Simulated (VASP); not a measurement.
TbHgB4:

```
CELL_PARAMETERS angstrom
5.05958 0.00000 0.00000
-2.52979 4.38172 0.00000
0.00000 0.00000 4.06330
ATOMIC_POSITIONS crystal
Tb 0.00000 0.00000 0.00000
B 0.66667 0.33333 0.00000
B 0.00306 0.50153 0.50000
B 0.49847 0.50153 0.50000
B 0.49847 0.99694 0.50000
Hg 0.33333 0.66667 0.00000
```

The cell was generated, and may not be a known phase.

| Property | Result |
| --- | --- |
| Program | VASP 6.6.1 |
| Task | relaxation of cell and atoms |
| Functional | PBE |
| Potentials or basis | VASP PAW PBE potentials, release 64 (Tb_3, B, Hg), 4f in core |
| Cutoff | 500 eV |
| k mesh | 4 × 4 × 4 |
| Occupations | gaussian, width 0.2 eV |
| Spin | no spin polarisation |

At the start: pressure -13.1 GPa; volume 15.01 Å³/atom.

Problem. Where does the relaxation end?

Solution. Over 15 steps the energy falls by 941.9 meV/atom and the volume is 12.16 Å³/atom (-19.0 %); space group P-6m2 (No. 187, to 0.1 Å) before and after.

Step by step:
| step | energy change (eV) | largest force (eV/Å) | pressure (GPa) | volume (Å³) |
| --- | --- | --- | --- | --- |
| 1 | 0.0000 | 1.0831 | -13.05 | 90.08 |
| 2 | -1.1225 | 2.4176 | 1.69 | 74.99 |
| 3 | -1.1611 | 2.7234 | 6.51 | 72.30 |
| 4 | -2.3438 | 3.4106 | 8.89 | 68.78 |
| 5 | -2.6274 | 8.1173 | 59.40 | 58.16 |
| 6 | -3.4251 | 3.2619 | 13.93 | 65.96 |
| 7 | -4.3842 | 0.7215 | 28.99 | 62.06 |
| 8 | -4.8356 | 1.8085 | 25.71 | 63.58 |
| 9 | -4.8469 | 2.4996 | 25.48 | 63.93 |
| 10 | -5.3759 | 1.2178 | 13.70 | 67.21 |
| 11 | -5.6385 | 0.0034 | 2.65 | 71.39 |
| 12 | -5.6476 | 0.2088 | 0.75 | 72.29 |
| 13 | -5.6478 | 0.2477 | 0.37 | 72.46 |
| 14 | -5.6497 | 0.1727 | 0.16 | 72.62 |
| 15 | -5.6512 | 0.0282 | -0.21 | 72.93 |

Final structure:
```xyz
6
Lattice="5.2463 0.0000 0.0000 -2.6232 4.5434 0.0000 0.0000 0.0000 3.0597" Properties=species:S:1:pos:R:3 pbc="T T T"
Tb    0.0000    0.0000    3.0597
B     2.6232    1.5145    3.0597
B     3.5002    2.0208    1.5298
B     1.7461    2.0208    1.5298
B     2.6232    0.5018    1.5298
Hg    0.0000    3.0290    3.0597
```

Caveat: the k points lie up to 0.51 Å⁻¹ apart in the final cell, too coarse for converged energies and pressures of a metal; the volume moved by over 15 % at a fixed basis, so the end points are rough.
